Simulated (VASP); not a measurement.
# TiPt8 (I4/mmm) in VASP: further runs

The runs below take TiPt8 through single point, with r2SCAN.

Program: VASP 6.6.1. These are calculated values, not measurements. Logs are shortened: lines on timing, memory, paths and dates and some standing lists are left out, and cuts for length are marked.

### Step 1. The cell of the first run

The structure is tetragonal, space group I4/mmm (No. 139). The conventional cell has a = 8.352 Å, b = 8.352 Å, c = 3.916 Å, α = 90.00°, β = 90.00°, γ = 90.00°. Pt (site symmetry m2m) has 10 Pt at 2.75 to 2.79 Å and 2 Ti at 2.78 Å within 3.6 Å. Pt (site symmetry m2m) has 1 Ti at 2.73 Å and 11 Pt at 2.75 to 2.89 Å within 3.6 Å. Within 3.6 Å of Ti (site symmetry 4/mmm) lie 12 Pt at 2.73 to 2.78 Å.

### Step 2. Single point, r2SCAN

POSCAR

```
TiPt8
1.0
    0.0000000000      0.0000000000      3.9158630000
    4.1761170000     -4.1761170000      1.9579320000
    4.1761170000      4.1761170000     -1.9579320000
Pt Ti
8 1
Direct
    0.3330000000      0.0000000000      0.6660000000
    0.3330000000      0.3340000000      0.0000000000
    0.6670000000      0.0000000000      0.3340000000
    0.6670000000      0.6660000000      0.0000000000
    0.0000000000      0.3270000000      0.3270000000
    0.3270000000      0.6730000000      0.3270000000
    0.0000000000      0.6730000000      0.6730000000
    0.6730000000      0.3270000000      0.6730000000
    0.0000000000      0.0000000000      0.0000000000
```

INCAR.step1

```
SYSTEM = TiPt8
  PREC = Accurate
  ENCUT = 520
  ISMEAR = -1
  SIGMA = 0.1
  LREAL = .FALSE.
  LASPH = .TRUE.
  NELM = 60
  NBANDS = 56
  GGA = PE
  ALGO = Normal
  EDIFF = 1E-4
  LWAVE = .TRUE.
  LCHARG = .FALSE.
```

INCAR.step2

```
SYSTEM = TiPt8
  PREC = Accurate
  ENCUT = 520
  EDIFF = 1E-6
  ISMEAR = -1
  SIGMA = 0.1
  LREAL = .FALSE.
  LASPH = .TRUE.
  NELM = 60
  ALGO = Normal
  ISIF = 2
  LWAVE = .FALSE.
  LCHARG = .FALSE.
  METAGGA = R2SCAN
  LMIXTAU = .TRUE.
  NBANDS = 56
  ISTART = 1
```

KPOINTS

```
Automatic mesh
0
G
  9 9 9
  0 0 0
```

Potentials or basis: VASP PAW PBE potentials, release 64 (Pt, Ti_sv).

The run is started by

```bash
> cat potpaw_PBE.64/Pt/POTCAR potpaw_PBE.64/Ti_sv/POTCAR > POTCAR
> cp INCAR.step1 INCAR
> mpirun -np 1 vasp_std > vasp.out
> cp INCAR.step2 INCAR
> mpirun -np 1 vasp_std > vasp.out
```

OUTCAR:

```text
SYSTEM = TiPt8
   PREC = Accurate
   ENCUT = 520
   EDIFF = 1E-6
   ISMEAR = -1
   LREAL = .FALSE.
   LASPH = .TRUE.
   NELM = 60
   ISIF = 2
   METAGGA = R2SCAN
   ISTART = 1

 ion  position               nearest neighbor table
   1  0.333  0.000  0.666-   7 2.75   8 2.75   8 2.75   7 2.75   3 2.77   3 2.77   9 2.78   9 2.78
                             6 2.78   5 2.78   2 2.79   4 2.79
   2  0.333  0.334  0.000-   5 2.75   8 2.75   8 2.75   5 2.75   4 2.77   4 2.77   9 2.78   9 2.78
                             6 2.78   7 2.78   1 2.79   3 2.79
   3  0.667  0.000  0.334-   5 2.75   6 2.75   6 2.75   5 2.75   1 2.77   1 2.77   9 2.78   9 2.78
                             8 2.78   7 2.78   4 2.79   2 2.79
   4  0.667  0.666  0.000-   7 2.75   6 2.75   6 2.75   7 2.75   2 2.77   2 2.77   9 2.78   9 2.78
                             8 2.78   5 2.78   3 2.79   1 2.79
   5  0.000  0.327  0.327-   9 2.73   3 2.75   2 2.75   2 2.75   3 2.75   1 2.78   4 2.78   8 2.83
                             6 2.83   8 2.83   6 2.83   7 2.89
   6  0.327  0.673  0.327-   9 2.73   3 2.75   4 2.75   4 2.75   3 2.75   2 2.78   1 2.78   7 2.83
                             5 2.83   7 2.83   5 2.83   8 2.89
   7  0.000  0.673  0.673-   9 2.73   4 2.75   1 2.75   1 2.75   4 2.75   3 2.78   2 2.78   8 2.83
                             6 2.83   8 2.83   6 2.83   5 2.89
   8  0.673  0.327  0.673-   9 2.73   2 2.75   1 2.75   2 2.75   1 2.75   4 2.78   3 2.78   5 2.83
                             7 2.83   7 2.83   5 2.83   6 2.89
   9  0.000  0.000  0.000-   5 2.73   7 2.73   6 2.73   8 2.73   3 2.78   4 2.78   1 2.78   2 2.78
                             3 2.78   4 2.78   1 2.78   2 2.78

  LATTYP: Found a body centered tetragonal cell.
 ALAT       =     8.3522340000
 C/A-ratio  =     0.4688401929

  Lattice vectors:

 A1 = (   4.1761170000,  -4.1761170000,  -1.9579310000)
 A2 = (  -4.1761170000,   4.1761170000,  -1.9579320000)
 A3 = (   4.1761170000,   4.1761170000,   1.9579310000)

Analysis of symmetry for initial positions (statically):
=====================================================================
 Subroutine PRICEL returns:
 Original cell was already a primitive cell.

 Routine SETGRP: Setting up the symmetry group for a
 body centered tetragonal supercell.

 Subroutine GETGRP returns: Found 16 space group operations
 (whereof 16 operations were pure point group operations)
 out of a pool of 16 trial point group operations.

The static configuration has the point symmetry D_4h.

Analysis of symmetry for dynamics (positions and initial velocities):
=====================================================================
 Subroutine PRICEL returns:
 Original cell was already a primitive cell.

 Routine SETGRP: Setting up the symmetry group for a
 body centered tetragonal supercell.

 Subroutine GETGRP returns: Found 16 space group operations
 (whereof 16 operations were pure point group operations)
 out of a pool of 16 trial point group operations.

The dynamic configuration has the point symmetry D_4h.

 Subroutine INISYM returns: Found 16 space group operations
 (whereof 16 operations are pure point group operations),
 and found     1 'primitive' translations

----------------------------------------------------------------------------------------

                                     Primitive cell

  volume of cell :     136.5849

  direct lattice vectors                    reciprocal lattice vectors
     0.000000000  0.000000000  3.915863000     0.000000000  0.119728477  0.255371549
     4.176117000 -4.176117000  1.957932000     0.119728446 -0.119728446  0.000000000
     4.176117000  4.176117000 -1.957932000     0.119728446  0.119728446  0.000000000

  length of vectors
     3.915863000  6.222009652  6.222009652     0.282045273  0.169321593  0.169321593

  position of ions in fractional coordinates (direct lattice)
     0.333000000  0.000000000  0.666000000
     0.333000000  0.334000000  0.000000000
     0.667000000  0.000000000  0.334000000
     0.667000000  0.666000000  0.000000000
     0.000000000  0.327000000  0.327000000
     0.327000000  0.673000000  0.327000000
     0.000000000  0.673000000  0.673000000
     0.673000000  0.327000000  0.673000000
     0.000000000  0.000000000  0.000000000

  ion indices of the primitive-cell ions
   primitive index   ion index
                 1           1
                 2           2
                 3           3
                 4           4
                 5           5
                 6           6
                 7           7
                 8           8
                 9           9

----------------------------------------------------------------------------------------

 KPOINTS: Automatic mesh

Automatic generation of k-mesh.
 Grid dimensions read from file:
 generate k-points for:    9    9    9

 Generating k-lattice:

  Cartesian coordinates                     Fractional coordinates (reciprocal lattice)
     0.000000000  0.013303164  0.028374617     0.111111111  0.000000000  0.000000000
     0.013303161 -0.013303161  0.000000000     0.000000000  0.111111111  0.000000000
     0.013303161  0.013303161  0.000000000     0.000000000  0.000000000  0.111111111

  Length of vectors
     0.031338364  0.018813510  0.018813510

  Shift w.r.t. Gamma in fractional coordinates (k-lattice)
     0.000000000  0.000000000  0.000000000

 Subroutine IBZKPT returns following result:
 ===========================================

 Found     75 irreducible k-points:

 Following reciprocal coordinates:
            Coordinates               Weight
  0.000000  0.000000  0.000000      1.000000
  0.111111  0.000000  0.000000      8.000000
  0.222222  0.000000  0.000000      8.000000
  0.333333  0.000000  0.000000      8.000000
  0.444444  0.000000  0.000000      8.000000
  0.000000  0.111111  0.000000      4.000000
[... 16 lines left out ...]
 -0.111111  0.333333  0.000000     16.000000
  0.000000  0.444444  0.000000      4.000000
 [... further k-points ...]
   k-points           NKPTS =     75   k-points in BZ     NKDIM =     75   number of bands    NBANDS=     56
   number of dos      NEDOS =    301   number of ions     NIONS =      9
   total plane-waves  NPLWV =  69120
   dimension x,y,z NGX =    30 NGY =   48 NGZ =   48
   dimension x,y,z NGXF=    60 NGYF=   96 NGZF=   96
   ions per type =               8   1
   NGX,Y,Z   is equivalent  to a cutoff of  12.74, 12.83, 12.83 a.u.
   NGXF,Y,Z  is equivalent  to a cutoff of  25.47, 25.65, 25.65 a.u.
 SYSTEM =  TiPt8
   PREC   = accura    normal or accurate (medium, high low for compatibility)
   ISTART =      1    job   : 0-new  1-cont  2-samecut
   ICHARG =      0    charge: 1-file 2-atom 10-const
   ISPIN  =      1    spin polarized calculation?
   LNONCOLLINEAR =      F non collinear calculations
   LSORBIT =      F    spin-orbit coupling
   LASPH  =      T    aspherical Exc in radial PAW
   ENCUT  =  520.0 eV  38.22 Ry    6.18 a.u.   7.28 11.57 11.57*2*pi/ulx,y,z
   NELM   =     60;   NELMIN=  2; NELMDL=  0     # of ELM steps
   EDIFF  = 0.1E-05   stopping-criterion for ELM
   LREAL  =      F    real-space projection
   EDIFFG = 0.1E-04   stopping-criterion for IOM
   NSW    =      0    number of steps for IOM
   IBRION =     -1    ionic relax: 0-MD 1-quasi-New 2-CG
   NFREE  =      0    steps in history (QN), initial steepest desc. (CG)
   ISIF   =      2    stress and relaxation
   ISYM   =      2    0-nonsym 1-usesym 2-fastsym
   POTIM  = 0.5000    time-step for ionic-motion
   TEBEG  =    0.0;   TEEND  =   0.0 temperature during run
   PSTRESS=    0.0 pullay stress
   NELECT =      92.0000    total number of electrons
   NUPDOWN=      -1.0000    fix difference up-down
   EMIN   =  10.00;   EMAX   =-10.00  energy-range for DOS
   EFERMI =   0.00;   METHOD = LEGACY
   ISMEAR =    -1;   SIGMA  =   0.10  broadening in eV -4-tet -1-fermi 0-gaus
   EFERMI_NEDOS =   21; number of points for ismear=-14 and -15
   IALGO  =     38    algorithm
   IMIX   =      4    mixing-type and parameters
     AMIX     =   0.40;   BMIX     =  1.00
     AMIX_MAG =   1.60;   BMIX_MAG =  1.00
  volume/ion in A,a.u.               =      15.18       102.41
  Fermi-wavevector in a.u.,A,eV,Ry     =   1.435059  2.711869 28.019772  2.059395
  Thomas-Fermi vector in A             =   2.554399
   LORBIT       =      0    0 simple, 1 ext, 2 COOP (PROOUT), +10 PAW based schemes
   METAGGA = R2SCAN    functional components
   LHFCALC =     F    Hartree Fock is set to
   AEXX    =    0.0000 exact exchange contribution
   IVDW    =     0    specifies the selected vdW correction
   LEPSILON=     F    determine dielectric tensor
   LRPA    =     F    only Hartree local field effects (RPA)
 non-spin polarized calculation
  energy-cutoff  :      520.00
  volume of cell :      136.58
 maximum number of plane-waves:      3710
 NGX is ok and might be reduce to    30
   NGX = 15   NGY = 23   NGZ = 23

 number of electron      91.9999996 magnetization

 Free energy of the ion-electron system (eV)
  ---------------------------------------------------
  ext. energy  EPLUGINS =         0.00000000
  ---------------------------------------------------
  free energy    TOTEN  =      -429.33728298 eV

  energy without entropy =     -429.08515664  energy(sigma->0) =     -429.21121981

 E-fermi :  10.8893     XC(G=0): -14.4351

 val. band max:       10.8868757351   @ k =   0.2222   0.1111   0.0000
 cond. band min:      10.8893206056   @ k =   0.3333  -0.3333   0.1111
 fundamental gap:      0.0024448705
 Fermi energy:        10.8892854675

 k-point     1 :       0.0000    0.0000    0.0000
  band No.  band energies     occupation
      1     -49.1880      2.00000
      2     -24.3770      2.00000
      3     -24.3770      2.00000
      4     -24.3494      2.00000
      5       0.6511      2.00000
      6       3.9057      2.00000
[... 48 lines left out ...]
     55      15.2975      0.00000
     56      15.2975      0.00000

 k-point     2 :       0.1111    0.0000    0.0000
  band No.  band energies     occupation
      1     -49.1879      2.00000
      2     -24.3768      2.00000
      3     -24.3768      2.00000
      4     -24.3512      2.00000
      5       0.8585      2.00000
      6       4.0212      2.00000
[... 1291 lines left out ...]
  band No.  band energies     occupation
      1     -49.1880      2.00000
      2     -24.3773      2.00000
      3     -24.3770      2.00000
      4     -24.3494      2.00000
      5       1.7605      2.00000
      6       2.4206      2.00000
[... 48 lines left out ...]
     55      13.9369      0.00000
     56      14.0318      0.00000

 [... further k-points ...]
[... 5 lines left out ...]
  --------------------------------------------------------------------------------------
  -------------------------------------------------------------------------------------
  Total        0.2443066      0.2443066      1.6481547      0.0000000     -0.0000000      0.0000000
  in kB        2.8657807      2.8657807     19.3332892      0.0000000     -0.0000003      0.0000000
  external PRESSURE =       8.3549502 kB  Pullay stress =       0.0000000 kB

 VOLUME and BASIS-vectors are now :
 -----------------------------------------------------------------------------
  energy-cutoff  :      520.00
  volume of cell :      136.58
      direct lattice vectors                 reciprocal lattice vectors
     0.000000000  0.000000000  3.915863000     0.000000000  0.119728477  0.255371549
     4.176117000 -4.176117000  1.957932000     0.119728446 -0.119728446  0.000000000
     4.176117000  4.176117000 -1.957932000     0.119728446  0.119728446  0.000000000

 POSITION                                       TOTAL-FORCE (eV/Angst)
 -----------------------------------------------------------------------------------
      2.78129      2.78129     -0.00000         0.806082      0.806082     -0.000000
      1.39482     -1.39482      1.95793        -0.806082      0.806082     -0.000000
      1.39482      1.39482      1.95793        -0.806082     -0.806082      0.000000
      2.78129     -2.78129      3.91586         0.806082     -0.806082      0.000000
      2.73118      0.00000      0.00000         0.181699      0.000000     -0.000000
      4.17612     -1.44494      1.95793         0.000000      0.181699     -0.000000
      5.62105      0.00000      0.00000        -0.181699      0.000000     -0.000000
      4.17612      1.44494      1.95793         0.000000     -0.181699      0.000000
      0.00000      0.00000      0.00000         0.000000      0.000000     -0.000000
 -----------------------------------------------------------------------------------
    total drift:                               -0.000000     -0.000000      0.000000

  FREE ENERGIE OF THE ION-ELECTRON SYSTEM (eV)
  ---------------------------------------------------
  free  energy   TOTEN  =      -429.3372829810 eV

  energy  without entropy=     -429.0851566356  energy(sigma->0) =     -429.21121981
```

Wall time 19 min (1 thread of Intel Xeon 6975P-C (Granite Rapids), shared host); peak memory 0.57 GiB.

What came out:

| Item | Value |
| --- | --- |
| Free energy | -429.3373 eV |
| Pressure | 0.8 GPa |
| Largest force | 1.140 eV/Å |
| Band gap on the k mesh | zero (band 46 reaches 11.35 eV, above the bottom of band 47 at 10.07 eV) |

Forces on the atoms (eV/Å):
```
Pt   0.806  0.806  0.000
Pt  -0.806  0.806  0.000
Pt  -0.806 -0.806  0.000
Pt   0.806 -0.806  0.000
Pt   0.182  0.000  0.000
Pt   0.000  0.182  0.000
Pt  -0.182  0.000  0.000
Pt   0.000 -0.182  0.000
Ti   0.000  0.000  0.000
```

Caveat: the PAW data sets were made with another functional, which shifts forces and pressure a little; spin-orbit coupling is left out, which moves the levels of the heavy elements.

### Step 3. Single point, r2SCAN

This run uses another cell than the first one, of 14.22 Å³/atom, 0.937 times its volume.

POSCAR

```
TiPt8
1.0
    0.0000000000      0.0000002291      3.8274668552
    4.0889007679     -4.0889006533      1.9137336724
    4.0889007679      4.0889006533     -1.9137336724
Pt Ti
8 1
Direct
    0.3378010425      0.0000000000      0.6756020850
    0.3378010425      0.3243979150      0.0000000000
    0.6621989575      0.0000000000      0.3243979150
    0.6621989575      0.6756020850      0.0000000000
    0.0000000000      0.3294750712      0.3294750712
    0.3294750712      0.6705249288      0.3294750712
    0.0000000000      0.6705249288      0.6705249288
    0.6705249288      0.3294750712      0.6705249288
    0.0000000000      0.0000000000      0.0000000000
```

INCAR.step1

```
SYSTEM = TiPt8
ALGO = Normal
EDIFF = 1E-4
ENCUT = 520
GGA = PE
ISMEAR = -1
LASPH = .True.
LCHARG = .False.
LREAL = .False.
LWAVE = .True.
NBANDS = 56
NELM = 60
PREC = Accurate
SIGMA = 0.1
```

INCAR.step2

```
SYSTEM = TiPt8
ALGO = Normal
EDIFF = 1E-6
ENCUT = 520
ISIF = 2
ISMEAR = -1
ISTART = 1
LASPH = .True.
LCHARG = .False.
LMIXTAU = .True.
LREAL = .False.
LWAVE = .False.
METAGGA = R2SCAN
NBANDS = 56
NELM = 60
PREC = Accurate
SIGMA = 0.1
```

KPOINTS

```
k-points
0
Gamma
  6 6 6
  0 0 0
```

Potentials or basis: VASP PAW PBE potentials, release 64 (Pt, Ti_sv).

The run is started by

```bash
> cat potpaw_PBE.64/Pt/POTCAR potpaw_PBE.64/Ti_sv/POTCAR > POTCAR
> cp INCAR.step1 INCAR
> mpirun -np 1 vasp_std > vasp.out
> cp INCAR.step2 INCAR
> mpirun -np 1 vasp_std > vasp.out
```

Wall time 14 min (1 thread of Intel Xeon Platinum 8259CL at 2.50GHz (Skylake/Cascade Lake), shared host); peak memory 0.36 GiB.

It converged, with:

| Property | Result |
| --- | --- |
| Free energy | -428.9357 eV |
| Pressure | 21.1 GPa |
| Largest force | 0.016 eV/Å |
| Band gap on the k mesh | zero (band 46 reaches 12.69 eV, above the bottom of band 47 at 11.07 eV) |

Forces on the atoms (eV/Å):
```
Pt  -0.011 -0.011  0.000
Pt   0.011 -0.011  0.000
Pt   0.011  0.011  0.000
Pt  -0.011  0.011  0.000
Pt   0.012  0.000  0.000
Pt   0.000  0.012  0.000
Pt  -0.012  0.000  0.000
Pt   0.000 -0.012  0.000
Ti   0.000  0.000  0.000
```

Levels at points of the mesh, in eV from the Fermi level:
```
           k point  band 44  band 45  band 46  band 47  band 48  band 49
(0.00, 0.00, 0.00)    -1.00    -1.00    -0.96    -0.67    -0.67    -0.63
(0.50, 0.00, 0.00)    -1.02    -0.71    -0.47    -0.16     0.41     0.54
(0.00, 0.50, 0.00)    -0.78     0.57     0.58     0.76     0.91     1.31
(0.00, 0.50, 0.50)    -0.51     0.56     0.56     0.59     0.59     0.83
```

Caveat: the PAW data sets were made with another functional, which shifts forces and pressure a little; spin-orbit coupling is left out, which moves the levels of the heavy elements.
